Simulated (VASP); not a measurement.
A run of VASP 6.6.1 is set up as follows.

INCAR

```
SYSTEM = Si
PREC = Accurate ; ENCUT = 520
EDIFF = 1E-6 ; ISMEAR = -1
SIGMA = 0.05 ; LREAL = .FALSE.
LASPH = .TRUE. ; NELM = 60
ALGO = Normal ; ISIF = 2
LWAVE = .FALSE. ; LCHARG = .FALSE.
GGA = B5 ; ALDAX = 1.0
AGGAX = 1.0 ; AGGAC = 1.0
ALDAC = 0.0 ; NBANDS = 11
```

Contents of KPOINTS:

```
regular mesh
0
G
  8 8 8
  0 0 0
```

File POSCAR:

```
Si
1.0
    0.0000000000      2.7218511865      2.7218511865
    2.7218511865      0.0000000000      2.7218511865
    2.7218511865      2.7218511865      0.0000000000
Si
2
Direct
    0.5000000000      0.5000000000      0.5000000000
    0.7500000000      0.7500000000      0.7500000000
```

Potentials or basis: VASP PAW PBE potentials, release 64 (Si).

Command:

```sh
$ cat potpaw_PBE.64/Si/POTCAR > POTCAR
$ mpirun -np 1 vasp_std > vasp.out
```

(1) Predict the pressure.

(2) Estimate the band gap on the k mesh.

Answers

(1) 4.4 GPa.

(2) 0.85 eV, indirect (least direct gap 2.70 eV).

Caveat: the PAW data sets were made with another functional, which shifts forces and pressure a little.
